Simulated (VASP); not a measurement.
# C (I4_1/amd) in VASP: a series of runs

Runs on C. Level: LDA. Tasks: single point.

Program: VASP 6.6.1. These are calculated values, not measurements. Logs are shortened: lines on timing, memory, paths and dates and some standing lists are left out, and cuts for length are marked.

**1. The cell of the first run**

It takes space group I4_1/amd (No. 141, tetragonal). Conventional cell: a = 2.547 Å, b = 2.547 Å, c = 3.489 Å, α = 90.00°, β = 90.00°, γ = 90.00°. C (site symmetry -4m2) has 4 C at 1.54 Å within 2.1 Å.

**2. Single point, LDA (in-plane strain +0.02)**

The input, INCAR:

```
PREC = Accurate
ENCUT = 520
EDIFF = 1E-6
ISMEAR = 0
SIGMA = 0.01
LREAL = False
LASPH = True
NELM = 60
ALGO = Normal
ISIF = 2
LWAVE = False
LCHARG = False
NBANDS = 11
```

The input, KPOINTS:

```
regular mesh
0
Gamma
  12 12 12
```

The input, POSCAR:

```
C
1.0
    1.8011913352      1.8011913352      0.0000000000
   -1.8011913352      1.8011913352      0.0000000000
    0.0000000000      1.8011913352      1.7446833717
C
2
Direct
    0.5000000000      0.5000000000      0.0000000000
    0.7500000000      0.2500000000      0.5000000000
```

Potentials or basis: VASP PAW LDA potentials, release 64 (C).

Command:

```sh
> cat potpaw_LDA.64/C/POTCAR > POTCAR
> mpirun -np 1 vasp_std > vasp.out
```

OUTCAR:

```text
PREC = Accurate
   ENCUT = 520
   EDIFF = 1E-6
   ISMEAR = 0
   LREAL = False
   LASPH = True
   NELM = 60
   ISIF = 2

 ion  position               nearest neighbor table
   1  0.500  0.500  0.000-   2 1.54   2 1.54   2 1.54   2 1.54
   2  0.750  0.250  0.500-   1 1.54   1 1.54   1 1.54   1 1.54

  LATTYP: Found a body centered tetragonal cell.
 ALAT       =     2.5472692147
 C/A-ratio  =     1.3698460780

  Lattice vectors:

 A1 = (   1.8011913352,   0.0000000000,  -1.7446833717)
 A2 = (  -1.8011913352,   0.0000000000,  -1.7446833717)
 A3 = (   0.0000000000,   1.8011913352,   1.7446833717)

Analysis of symmetry for initial positions (statically):
=====================================================================
 Subroutine PRICEL returns:
 Original cell was already a primitive cell.

 Routine SETGRP: Setting up the symmetry group for a
 body centered tetragonal supercell.

 Subroutine GETGRP returns: Found 16 space group operations
 (whereof  8 operations were pure point group operations)
 out of a pool of 16 trial point group operations.

The static configuration has the point symmetry D_2d.
 The point group associated with its full space group is D_4h.

Analysis of symmetry for dynamics (positions and initial velocities):
=====================================================================
 Subroutine PRICEL returns:
 Original cell was already a primitive cell.

 Routine SETGRP: Setting up the symmetry group for a
 body centered tetragonal supercell.

 Subroutine GETGRP returns: Found 16 space group operations
 (whereof  8 operations were pure point group operations)
 out of a pool of 16 trial point group operations.

The dynamic configuration has the point symmetry D_2d.
 The point group associated with its full space group is D_4h.

 Subroutine INISYM returns: Found 16 space group operations
 (whereof  8 operations are pure point group operations),
 and found     1 'primitive' translations

----------------------------------------------------------------------------------------

                                     Primitive cell

  volume of cell :      11.3205

  direct lattice vectors                    reciprocal lattice vectors
     1.801191335  1.801191335  0.000000000     0.277594051  0.277594051 -0.286584952
    -1.801191335  1.801191335  0.000000000    -0.277594051  0.277594051 -0.286584952
     0.000000000  1.801191335  1.744683372     0.000000000  0.000000000  0.573169904

  length of vectors
     2.547269215  2.547269215  2.507630414     0.486053340  0.486053340  0.573169904

  position of ions in fractional coordinates (direct lattice)
     0.500000000  0.500000000  0.000000000
     0.750000000  0.250000000  0.500000000

  ion indices of the primitive-cell ions
   primitive index   ion index
                 1           1
                 2           2

----------------------------------------------------------------------------------------

 KPOINTS: regular mesh

Automatic generation of k-mesh.
 Grid dimensions read from file:
 generate k-points for:   12   12   12

 Generating k-lattice:

  Cartesian coordinates                     Fractional coordinates (reciprocal lattice)
     0.023132838  0.023132838 -0.023882079     0.083333333  0.000000000  0.000000000
    -0.023132838  0.023132838 -0.023882079     0.000000000  0.083333333  0.000000000
     0.000000000  0.000000000  0.047764159     0.000000000  0.000000000  0.083333333

  Length of vectors
     0.040504445  0.040504445  0.047764159

  Shift w.r.t. Gamma in fractional coordinates (k-lattice)
     0.000000000  0.000000000  0.000000000

 Subroutine IBZKPT returns following result:
 ===========================================

 Found    163 irreducible k-points:

 Following reciprocal coordinates:
            Coordinates               Weight
  0.000000  0.000000  0.000000      1.000000
  0.083333  0.000000 -0.000000      8.000000
  0.166667  0.000000  0.000000      8.000000
  0.250000  0.000000 -0.000000      8.000000
  0.333333  0.000000  0.000000      8.000000
  0.416667  0.000000 -0.000000      8.000000
[... 16 lines left out ...]
  0.500000  0.166667 -0.000000     16.000000
 -0.416667  0.166667  0.000000     16.000000
 [... further k-points ...]
   k-points           NKPTS =    163   k-points in BZ     NKDIM =    163   number of bands    NBANDS=     11
   number of dos      NEDOS =    301   number of ions     NIONS =      2
   total plane-waves  NPLWV =   8000
   dimension x,y,z NGX =    20 NGY =   20 NGZ =   20
   dimension x,y,z NGXF=    40 NGYF=   40 NGZF=   40
   ions per type =               2
   NGX,Y,Z   is equivalent  to a cutoff of  13.05, 13.05, 13.26 a.u.
   NGXF,Y,Z  is equivalent  to a cutoff of  26.11, 26.11, 26.52 a.u.
 SYSTEM =  unknown system
   PREC   = accura    normal or accurate (medium, high low for compatibility)
   ISTART =      0    job   : 0-new  1-cont  2-samecut
   ICHARG =      2    charge: 1-file 2-atom 10-const
   ISPIN  =      1    spin polarized calculation?
   LNONCOLLINEAR =      F non collinear calculations
   LSORBIT =      F    spin-orbit coupling
   LASPH  =      T    aspherical Exc in radial PAW
   ENCUT  =  520.0 eV  38.22 Ry    6.18 a.u.   4.74  4.74  4.66*2*pi/ulx,y,z
   NELM   =     60;   NELMIN=  2; NELMDL= -5     # of ELM steps
   EDIFF  = 0.1E-05   stopping-criterion for ELM
   LREAL  =      F    real-space projection
   EDIFFG = 0.1E-04   stopping-criterion for IOM
   NSW    =      0    number of steps for IOM
   IBRION =     -1    ionic relax: 0-MD 1-quasi-New 2-CG
   NFREE  =      0    steps in history (QN), initial steepest desc. (CG)
   ISIF   =      2    stress and relaxation
   ISYM   =      2    0-nonsym 1-usesym 2-fastsym
   POTIM  = 0.5000    time-step for ionic-motion
   TEBEG  =    0.0;   TEEND  =   0.0 temperature during run
   PSTRESS=    0.0 pullay stress
   NELECT =       8.0000    total number of electrons
   NUPDOWN=      -1.0000    fix difference up-down
   EMIN   =  10.00;   EMAX   =-10.00  energy-range for DOS
   EFERMI =   0.00;   METHOD = LEGACY
   ISMEAR =     0;   SIGMA  =   0.01  broadening in eV -4-tet -1-fermi 0-gaus
   EFERMI_NEDOS =   21; number of points for ismear=-14 and -15
   IALGO  =     38    algorithm
   IMIX   =      4    mixing-type and parameters
     AMIX     =   0.40;   BMIX     =  1.00
     AMIX_MAG =   1.60;   BMIX_MAG =  1.00
  volume/ion in A,a.u.               =       5.66        38.20
  Fermi-wavevector in a.u.,A,eV,Ry     =   1.458197  2.755592 28.930572  2.126337
  Thomas-Fermi vector in A             =   2.574909
   LORBIT       =      0    0 simple, 1 ext, 2 COOP (PROOUT), +10 PAW based schemes
   GGA     = CA    functional components
   LHFCALC =     F    Hartree Fock is set to
   AEXX    =    0.0000 exact exchange contribution
   IVDW    =     0    specifies the selected vdW correction
   LEPSILON=     F    determine dielectric tensor
   LRPA    =     F    only Hartree local field effects (RPA)
 non-spin polarized calculation
 Gauss-broadening in eV      SIGMA  =   0.01
  energy-cutoff  :      520.00
  volume of cell :       11.32
 maximum number of plane-waves:       323
   NGX =  9   NGY =  9   NGZ =  9

 number of electron       7.9999999 magnetization

 Free energy of the ion-electron system (eV)
  ---------------------------------------------------
  ext. energy  EPLUGINS =         0.00000000
  ---------------------------------------------------
  free energy    TOTEN  =       -20.21512517 eV

  energy without entropy =      -20.21512517  energy(sigma->0) =      -20.21512517

 E-fermi :  10.2020     XC(G=0): -13.5105

 val. band max:       10.0644557249   @ k =   0.0000   0.0000   0.0000
 cond. band min:      13.3968573879   @ k =   0.0000   0.0000   0.3333
 fundamental gap:      3.3324016630
 Fermi energy:        10.2019938029

 k-point     1 :       0.0000    0.0000    0.0000
  band No.  band energies     occupation
      1     -11.5906      2.00000
      2       9.6005      2.00000
      3       9.6005      2.00000
      4      10.0645      2.00000
      5      15.0547      0.00000
      6      15.4424      0.00000
      7      15.4424      0.00000
      8      23.3442      0.00000
      9      28.7969      0.00000
     10      35.5759      0.00000
     11      36.5045      0.00000

 k-point     2 :       0.0833    0.0000   -0.0000
  band No.  band energies     occupation
      1     -11.3980      2.00000
      2       8.5116      2.00000
      3       9.2706      2.00000
      4       9.6275      2.00000
      5      15.5125      0.00000
      6      15.8533      0.00000
      7      16.1296      0.00000
      8      23.4760      0.00000
      9      29.1066      0.00000
     10      33.5321      0.00000
     11      34.4151      0.00000

 k-point     3 :       0.1667    0.0000    0.0000
  band No.  band energies     occupation
      1     -10.8226      2.00000
      2       6.0295      2.00000
      3       8.5474      2.00000
      4       8.9268      2.00000
      5      16.4182      0.00000
      6      16.7312      0.00000
      7      17.2843      0.00000
      8      23.8515      0.00000
      9      29.7458      0.00000
     10      32.0788      0.00000
     11      32.7918      0.00000

 k-point     4 :       0.2500    0.0000   -0.0000
  band No.  band energies     occupation
      1      -9.8721      2.00000
      2       3.2153      2.00000
      3       7.7943      2.00000
      4       8.2338      2.00000
      5      17.2311      0.00000
      6      17.5099      0.00000
      7      18.1945      0.00000
      8      24.3761      0.00000
      9      30.1372      0.00000
     10      31.8394      0.00000
     11      32.3267      0.00000
[... 239 lines left out ...]
 k-point    22 :       0.4167    0.1667    0.0000
  band No.  band energies     occupation
      1      -5.3214      2.00000
      2      -2.7937      2.00000
      3       4.1411      2.00000
      4       6.3319      2.00000
      5      17.4403      0.00000
      6      19.7489      0.00000
      7      21.0772      0.00000
      8      25.0658      0.00000
      9      29.0065      0.00000
     10      33.9218      0.00000
     11      33.9878      0.00000

 k-point    23 :       0.5000    0.1667   -0.0000
  band No.  band energies     occupation
      1      -5.8483      2.00000
      2      -2.1683      2.00000
      3       4.6124      2.00000
      4       5.9562      2.00000
      5      16.9887      0.00000
      6      20.1324      0.00000
      7      21.2280      0.00000
      8      24.0747      0.00000
      9      29.5297      0.00000
     10      33.1839      0.00000
     11      36.2613      0.00000

 k-point    24 :      -0.4167    0.1667    0.0000
  band No.  band energies     occupation
      1      -7.4575      2.00000
      2       0.1027      2.00000
      3       5.3144      2.00000
      4       5.8806      2.00000
      5      16.5760      0.00000
      6      20.2572      0.00000
      7      21.2284      0.00000
      8      22.5132      0.00000
      9      30.4048      0.00000
     10      31.8180      0.00000
     11      36.9925      0.00000

 [... further k-points ...]
[... 5 lines left out ...]
  --------------------------------------------------------------------------------------
  -------------------------------------------------------------------------------------
  Total       -1.4321798     -1.4321798      0.5870530      0.0000000      0.0000000      0.0000000
  in kB     -202.6944221   -202.6944221     83.0847989      0.0000000      0.0000000      0.0000000
  external PRESSURE =    -107.4346818 kB  Pullay stress =       0.0000000 kB

 VOLUME and BASIS-vectors are now :
 -----------------------------------------------------------------------------
  energy-cutoff  :      520.00
  volume of cell :       11.32
      direct lattice vectors                 reciprocal lattice vectors
     1.801191335  1.801191335  0.000000000     0.277594051  0.277594051 -0.286584952
    -1.801191335  1.801191335  0.000000000    -0.277594051  0.277594051 -0.286584952
     0.000000000  1.801191335  1.744683372     0.000000000  0.000000000  0.573169904

 POSITION                                       TOTAL-FORCE (eV/Angst)
 -----------------------------------------------------------------------------------
      0.00000      1.80119      0.00000         0.000000     -0.000000      0.000000
      0.90060      2.70179      0.87234        -0.000000      0.000000      0.000000
 -----------------------------------------------------------------------------------
    total drift:                                0.000000     -0.000000      0.000000

  FREE ENERGIE OF THE ION-ELECTRON SYSTEM (eV)
  ---------------------------------------------------
  free  energy   TOTEN  =       -20.2151251657 eV

  energy  without entropy=      -20.2151251657  energy(sigma->0) =      -20.21512517
```

Run time: 7 s. Hardware: 1 thread of Intel Xeon 6975P-C (Granite Rapids), shared host; peak memory 0.12 GiB.

What came out:

```
Free energy            : -20.2151 eV
Pressure               : -10.7 GPa
Band gap on the k mesh : 3.33 eV, indirect (least direct gap 4.99 eV)
```

Stress tensor (GPa, compression positive):
```
-20.27   0.00   0.00
  0.00 -20.27   0.00
  0.00   0.00   8.31
```

Levels at points of the mesh, in eV from the valence-band top:
```csv
k point,band 2,band 3,band 4,band 5,band 6,band 7
"(0.00, 0.00, 0.00)",-0.46,-0.46,0.00,4.99,5.38,5.38
"(0.50, 0.00, 0.00)",-13.69,-3.38,-2.82,7.84,7.94,9.10
"(0.50, 0.50, 0.00)",-13.10,-6.45,-6.45,4.66,4.66,16.24
"(0.00, 0.00, 0.50)",-12.59,-6.92,-6.92,3.91,3.91,16.45
```

Caveat: the cell differs from its parent crystal (in-plane strain +0.02). A k mesh can miss the band edges.

**3. Single point, LDA (film at in-plane strain +0.02)**

The input, INCAR:

```
ALGO = Normal
EDIFF = 1E-6
ENCUT = 520
ISIF = 2
ISMEAR = 0
LASPH = True
LCHARG = True
LELF = True
LREAL = False
LVHAR = True
LWAVE = False
NBANDS = 11
NELM = 100
PREC = Accurate
SIGMA = 0.01
```

The input, KPOINTS:

```
k-points
0
Gamma
  12 12 12
```

Edit POSCAR of step 2 so:

```diff
@@ -4,3 +4,3 @@
    -1.8011913352      1.8011913352      0.0000000000
-    0.0000000000      1.8011913352      1.7446833717
+    0.0000000000      1.8011913352      1.7565094675
 C
```

Potentials or basis: VASP PAW LDA potentials, release 64 (C).

Command:

```sh
> cat potpaw_LDA.64/C/POTCAR > POTCAR
> mpirun -np 1 vasp_std > vasp.out
```

It took 7.3 s on 1 thread of Intel Xeon 6975P-C (Granite Rapids), shared host; peak memory 0.12 GiB.

Results (log left out):

| Property | Result |
| --- | --- |
| Free energy | -20.2176 eV |
| Pressure | -13.6 GPa |
| Band gap on the k mesh | 3.48 eV, indirect (least direct gap 5.09 eV) |

Stress tensor (GPa, compression positive):
```
-21.11   0.00   0.00
  0.00 -21.11   0.00
  0.00   0.00   1.42
```

Levels at points of the mesh, in eV from the valence-band top:
```csv
k point,band 1,band 2,band 3,band 4,band 5,band 6,band 7,band 8
"(0.00, 0.00, 0.00)",-21.50,-0.37,-0.37,0.00,5.09,5.39,5.39,13.20
"(0.50, 0.00, 0.00)",-15.68,-13.55,-3.24,-2.80,7.95,8.01,8.98,15.13
"(0.50, 0.50, 0.00)",-12.95,-12.95,-6.38,-6.38,4.65,4.65,16.24,16.24
"(0.00, 0.00, 0.50)",-12.55,-12.55,-6.75,-6.75,4.06,4.06,16.39,16.39
```

Caveat: the cell differs from its parent crystal (film at in-plane strain +0.02). A k mesh can miss the band edges.
